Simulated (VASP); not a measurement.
# RbBr (Immm) in VASP: single point with HSE06

Aim: the single point of RbBr with HSE06.

Everything below comes from runs of VASP 6.6.1. Logs are shortened: lines on timing, memory, paths and dates and some standing lists are left out, and cuts for length are marked.

**1. The cell of the first run**

Symmetry: Immm, No. 71, orthorhombic system. Conventional cell: a = 4.777 Å, b = 5.012 Å, c = 6.922 Å, α = 90.00°, β = 90.00°, γ = 90.00°. Rb (site symmetry mmm) has 6 Br at 3.46 Å within 4.5 Å. Br (site symmetry mmm) has 6 Rb at 3.46 Å within 4.5 Å.

**2. Single point, HSE06 (shear xy strain +4.8%)**

File POSCAR:

```
RbBr
1.0
    0.0832328675      3.4608260907      3.4608260907
    3.4608260907      0.0832328675      3.4608260907
    3.5440589582      3.5440589582      0.0000000000
Rb Br
1 1
Direct
    0.0000000000      0.0000000000      0.0000000000
    0.5000000000      0.5000000000      0.5000000000
```

File INCAR.step1:

```
SYSTEM = RbBr
  ALGO = Normal
  EDIFF = 1E-5
  ENCUT = 520
  GGA = PE
  ISIF = 2
  ISMEAR = 0
  LASPH = .True.
  LCHARG = .False.
  LREAL = .False.
  LWAVE = .True.
  NBANDS = 15
  NELM = 80
  PREC = Accurate
  SIGMA = 0.01
```

File INCAR.step2:

```
SYSTEM = RbBr
  ALGO = Normal
  EDIFF = 1E-6
  ENCUT = 520
  GGA = PE
  HFSCREEN = 0.2079
  ISIF = 2
  ISMEAR = 0
  ISTART = 1
  LASPH = .True.
  LCHARG = .False.
  LHFCALC = .True.
  LREAL = .False.
  LWAVE = .False.
  NBANDS = 15
  NELM = 80
  PREC = Accurate
  PRECFOCK = Normal
  SIGMA = 0.01
```

File KPOINTS:

```
k-points
0
Gamma
  4 4 4
  0 0 0
```

Potentials or basis: VASP PAW PBE potentials, release 64 (Rb_sv, Br).

Launch:

```bash
> cat potpaw_PBE.64/Rb_sv/POTCAR potpaw_PBE.64/Br/POTCAR > POTCAR
> cp INCAR.step1 INCAR
> mpirun -np 1 vasp_std > vasp.out
> cp INCAR.step2 INCAR
> mpirun -np 1 vasp_std > vasp.out
```

OUTCAR:

```text
SYSTEM = RbBr
   EDIFF = 1E-6
   ENCUT = 520
   GGA = PE
   HFSCREEN = 0.2079
   ISIF = 2
   ISMEAR = 0
   ISTART = 1
   LASPH = .True.
   LHFCALC = .True.
   LREAL = .False.
   NELM = 80
   PREC = Accurate
   PRECFOCK = Normal

 ion  position               nearest neighbor table
   1  0.000  0.000  0.000-   2 3.46   2 3.46   2 3.46   2 3.46   2 3.46   2 3.46
   2  0.500  0.500  0.500-   1 3.46   1 3.46   1 3.46   1 3.46   1 3.46   1 3.46

  LATTYP: Found a body centered orthorhombic cell.
 ALAT       =     4.7766381444
 B/A-ratio  =     1.0492853118
 C/A-ratio  =     1.4490635405

  Lattice vectors:

 A1 = (   3.4608260907,   0.0832328675,  -3.4608260907)
 A2 = (  -3.4608260907,  -0.0832328675,  -3.4608260907)
 A3 = (   0.0832328675,   3.4608260907,   3.4608260907)

Analysis of symmetry for initial positions (statically):
=====================================================================
 Subroutine PRICEL returns:
 Original cell was already a primitive cell.

 Routine SETGRP: Setting up the symmetry group for a
 body centered orthorhombic supercell.

 Subroutine GETGRP returns: Found  8 space group operations
 (whereof  8 operations were pure point group operations)
 out of a pool of  8 trial point group operations.

The static configuration has the point symmetry D_2h.

Analysis of symmetry for dynamics (positions and initial velocities):
=====================================================================
 Subroutine PRICEL returns:
 Original cell was already a primitive cell.

 Routine SETGRP: Setting up the symmetry group for a
 body centered orthorhombic supercell.

 Subroutine GETGRP returns: Found  8 space group operations
 (whereof  8 operations were pure point group operations)
 out of a pool of  8 trial point group operations.

The dynamic configuration has the point symmetry D_2h.

 Subroutine INISYM returns: Found  8 space group operations
 (whereof  8 operations are pure point group operations),
 and found     1 'primitive' translations

----------------------------------------------------------------------------------------

                                     Primitive cell

  volume of cell :      82.8549

  direct lattice vectors                    reciprocal lattice vectors
     0.083232868  3.460826091  3.460826091    -0.148034404  0.148034404  0.144474177
     3.460826091  0.083232868  3.460826091     0.148034404 -0.148034404  0.144474177
     3.544058958  3.544058958  0.000000000     0.141081174  0.141081174 -0.144474177

  length of vectors
     4.895054869  4.895054869  5.012056245     0.254364222  0.254364222  0.246334292

  position of ions in fractional coordinates (direct lattice)
     0.000000000  0.000000000  0.000000000
     0.500000000  0.500000000  0.500000000

  ion indices of the primitive-cell ions
   primitive index   ion index
                 1           1
                 2           2

----------------------------------------------------------------------------------------

 KPOINTS: k-points

Automatic generation of k-mesh.
 Grid dimensions read from file:
 generate k-points for:    4    4    4

 Generating k-lattice:

  Cartesian coordinates                     Fractional coordinates (reciprocal lattice)
    -0.037008601  0.037008601  0.036118544     0.250000000  0.000000000  0.000000000
     0.037008601 -0.037008601  0.036118544     0.000000000  0.250000000  0.000000000
     0.035270294  0.035270294 -0.036118544     0.000000000  0.000000000  0.250000000

  Length of vectors
     0.063591055  0.063591055  0.061583573

  Shift w.r.t. Gamma in fractional coordinates (k-lattice)
     0.000000000  0.000000000  0.000000000

 Subroutine IBZKPT returns following result:
 ===========================================

 Found     18 irreducible k-points:

 Following reciprocal coordinates:
            Coordinates               Weight
  0.000000  0.000000  0.000000      1.000000
  0.250000  0.000000  0.000000      4.000000
  0.500000  0.000000  0.000000      2.000000
  0.250000  0.250000  0.000000      2.000000
  0.500000  0.250000  0.000000      4.000000
 -0.250000  0.250000  0.000000      2.000000
[... 10 lines left out ...]
  0.250000  0.250000  0.500000      2.000000
 -0.250000  0.250000  0.500000      2.000000
   k-points           NKPTS =     18   k-points in BZ     NKDIM =     64   number of bands    NBANDS=     15
   number of dos      NEDOS =    301   number of ions     NIONS =      2
   total plane-waves  NPLWV =  51840
   dimension x,y,z NGX =    36 NGY =   36 NGZ =   40
   dimension x,y,z NGXF=    72 NGYF=   72 NGZF=   80
   ions per type =               1   1
   NGX,Y,Z   is equivalent  to a cutoff of  12.23, 12.23, 13.27 a.u.
   NGXF,Y,Z  is equivalent  to a cutoff of  24.45, 24.45, 26.54 a.u.
 SYSTEM =  RbBr
   PREC   = accura    normal or accurate (medium, high low for compatibility)
   ISTART =      1    job   : 0-new  1-cont  2-samecut
   ICHARG =      0    charge: 1-file 2-atom 10-const
   ISPIN  =      1    spin polarized calculation?
   LNONCOLLINEAR =      F non collinear calculations
   LSORBIT =      F    spin-orbit coupling
   LASPH  =      T    aspherical Exc in radial PAW
   ENCUT  =  520.0 eV  38.22 Ry    6.18 a.u.   9.10  9.10  9.32*2*pi/ulx,y,z
   NELM   =     80;   NELMIN=  2; NELMDL=  0     # of ELM steps
   EDIFF  = 0.1E-05   stopping-criterion for ELM
   LREAL  =      F    real-space projection
   EDIFFG = 0.1E-04   stopping-criterion for IOM
   NSW    =      0    number of steps for IOM
   IBRION =     -1    ionic relax: 0-MD 1-quasi-New 2-CG
   NFREE  =      0    steps in history (QN), initial steepest desc. (CG)
   ISIF   =      2    stress and relaxation
   ISYM   =      3    0-nonsym 1-usesym 2-fastsym
   POTIM  = 0.5000    time-step for ionic-motion
   TEBEG  =    0.0;   TEEND  =   0.0 temperature during run
   PSTRESS=    0.0 pullay stress
   NELECT =      16.0000    total number of electrons
   NUPDOWN=      -1.0000    fix difference up-down
   EMIN   =  10.00;   EMAX   =-10.00  energy-range for DOS
   EFERMI =   0.00;   METHOD = LEGACY
   ISMEAR =     0;   SIGMA  =   0.01  broadening in eV -4-tet -1-fermi 0-gaus
   EFERMI_NEDOS =   21; number of points for ismear=-14 and -15
   IALGO  =     38    algorithm
   IMIX   =      1    mixing-type and parameters
     AMIX     =   0.40;   BMIX     =  1.00
     AMIX_MAG =   1.60;   BMIX_MAG =  1.00
  volume/ion in A,a.u.               =      41.43       279.57
  Fermi-wavevector in a.u.,A,eV,Ry     =   0.946256  1.788165 12.182671  0.895401
  Thomas-Fermi vector in A             =   2.074237
   LORBIT       =      0    0 simple, 1 ext, 2 COOP (PROOUT), +10 PAW based schemes
   GGA     = PE    functional components
   LHFCALC =     T    Hartree Fock is set to
   PRECFOCK=normal    Normal, Fast or Accurate (Low or Medium for compatibility)
   ENCUT4O =  -1.0   cutoff for four orbital integrals eV
   NKREDX  =     1    reduce k-point grid by
   NKREDY  =     1    reduce k-point grid by
   NKREDZ  =     1    reduce k-point grid by
   AEXX    =    0.2500 exact exchange contribution
   HFSCREEN=    0.2079 screening length (either q_TF or 0.3 A-1)
   HFSCREENC=   0.2079 screening length for correlation (either q_TF or 0.3 A-1)
   ENCUTFOCK=  -1.0 apply spherical cutoff to Coloumb kernel
   IVDW    =     0    specifies the selected vdW correction
   LEPSILON=     F    determine dielectric tensor
   LRPA    =     F    only Hartree local field effects (RPA)
 non-spin polarized calculation
 Gauss-broadening in eV      SIGMA  =   0.01
  energy-cutoff  :      520.00
  volume of cell :       82.85
 maximum number of plane-waves:      2249
  NGX = 28; NGY = 28; NGZ = 28

 number of electron      16.0000001 magnetization

 Free energy of the ion-electron system (eV)
  ---------------------------------------------------
  ext. energy  EPLUGINS =         0.00000000
  ---------------------------------------------------
  free energy    TOTEN  =        -7.06983717 eV

  energy without entropy =       -7.06983717  energy(sigma->0) =       -7.06983717

 E-fermi :  -2.5962     XC(G=0):  -5.9866

 val. band max:       -2.6867921293   @ k =   0.0000   0.0000   0.0000
 cond. band min:       2.7080281519   @ k =   0.0000   0.0000   0.0000
 fundamental gap:      5.3948202812
 Fermi energy:        -2.5962355965

 k-point     1 :       0.0000    0.0000    0.0000
  band No.  band energies     occupation
      1     -28.8891      2.00000
      2     -15.9006      2.00000
      3     -11.8015      2.00000
      4     -11.8014      2.00000
      5     -11.8002      2.00000
      6      -2.7644      2.00000
      7      -2.7310      2.00000
      8      -2.6868      2.00000
      9       2.7080      0.00000
     10       5.6086      0.00000
     11       5.8010      0.00000
     12       5.9976      0.00000
     13       6.7562      0.00000
     14       6.7691      0.00000
     15       9.3135      0.00000

 k-point     2 :       0.2500    0.0000    0.0000
  band No.  band energies     occupation
      1     -28.8842      2.00000
      2     -15.9134      2.00000
      3     -11.8076      2.00000
      4     -11.8021      2.00000
      5     -11.7812      2.00000
      6      -3.2539      2.00000
      7      -2.9539      2.00000
      8      -2.9018      2.00000
      9       3.9840      0.00000
     10       5.6528      0.00000
     11       6.3664      0.00000
     12       6.6326      0.00000
     13       7.6060      0.00000
     14       7.6466      0.00000
     15      11.0343      0.00000
[... 257 lines left out ...]
      3     -11.8787      2.00000
      4     -11.8073      2.00000
      5     -11.7486      2.00000
      6      -3.4807      2.00000
      7      -2.9936      2.00000
      8      -2.9867      2.00000
      9       5.0224      0.00000
     10       5.6545      0.00000
     11       7.1965      0.00000
     12       7.3078      0.00000
     13       7.7909      0.00000
     14       9.3142      0.00000
     15       9.4454      0.00000

 k-point    18 :      -0.2500    0.2500    0.5000
  band No.  band energies     occupation
      1     -28.8773      2.00000
      2     -15.8671      2.00000
      3     -11.9400      2.00000
      4     -11.9019      2.00000
      5     -11.7795      2.00000
      6      -3.2095      2.00000
      7      -3.1129      2.00000
      8      -3.0673      2.00000
      9       5.5122      0.00000
     10       5.5143      0.00000
     11       6.7148      0.00000
     12       7.1191      0.00000
     13       9.5101      0.00000
     14       9.5384      0.00000
     15       9.6513      0.00000

------------------------ aborting loop because EDIFF is reached ----------------------------------------

  FORCE on cell =-STRESS in cart. coord.  units (eV):
  Direction    XX          YY          ZZ          XY          YZ          ZX
  --------------------------------------------------------------------------------------
  -------------------------------------------------------------------------------------
  Total        0.1622018      0.1622018      0.1571077     -0.1041450      0.0000000      0.0000000
  in kB        3.1365212      3.1365212      3.0380151     -2.0138683      0.0000000      0.0000000
  external PRESSURE =       3.1036858 kB  Pullay stress =       0.0000000 kB

 VOLUME and BASIS-vectors are now :
 -----------------------------------------------------------------------------
  energy-cutoff  :      520.00
  volume of cell :       82.85
      direct lattice vectors                 reciprocal lattice vectors
     0.083232868  3.460826091  3.460826091    -0.148034404  0.148034404  0.144474177
     3.460826091  0.083232868  3.460826091     0.148034404 -0.148034404  0.144474177
     3.544058958  3.544058958  0.000000000     0.141081174  0.141081174 -0.144474177

 POSITION                                       TOTAL-FORCE (eV/Angst)
 -----------------------------------------------------------------------------------
      0.00000      0.00000      0.00000         0.000000     -0.000000     -0.000000
      3.54406      3.54406      3.46083        -0.000000      0.000000      0.000000
 -----------------------------------------------------------------------------------
    total drift:                               -0.000000     -0.000000     -0.000000

  FREE ENERGIE OF THE ION-ELECTRON SYSTEM (eV)
  ---------------------------------------------------
  free  energy   TOTEN  =        -7.0698371739 eV

  energy  without entropy=       -7.0698371739  energy(sigma->0) =       -7.06983717
```

Run time: 16 min. Hardware: 1 thread of Intel Xeon Platinum 8259CL at 2.50GHz (Skylake/Cascade Lake), shared host; peak memory 0.34 GiB.

What came out:

```yaml
Free_energy: -7.0698 eV
Pressure: 0.3 GPa
Band_gap_on_the_k_mesh: 5.39 eV
```

Stress tensor (GPa, compression positive):
```
 0.31 -0.20  0.00
-0.20  0.31  0.00
 0.00  0.00  0.30
```

Caveat: the cell differs from its parent crystal (shear xy strain +4.8%); the PAW data sets were made with another functional, which shifts forces and pressure a little.
